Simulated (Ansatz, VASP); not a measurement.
# One calculation of Zn, two programs

```xyz
1
Lattice="2.5932 0.0000 0.0000 0.0000 2.5932 0.0000 0.0000 0.0000 2.5932" Properties=species:S:1:pos:R:3 pbc="T T T"
Zn    0.0000    0.0000    0.0000
```

Alike in both runs: task single point; functional PBE; k mesh 20 × 20 × 20; occupations fermi-dirac, width 0.1 eV; no spin polarisation.

```csv
,VASP,Ansatz
version,VASP 6.6.1,Ansatz 0.2.0
potentials or method,"VASP PAW PBE potentials, release 64 (Zn), cutoff 520 eV","plane waves (420 eV) with PAW, scalar-relativistic"
valence electrons in the cell,12,12
```

Ansatz gave:

* pressure (GPa): 2.3

Q: What did VASP give for the same quantities?

A: Pressure (GPa): 2.5.
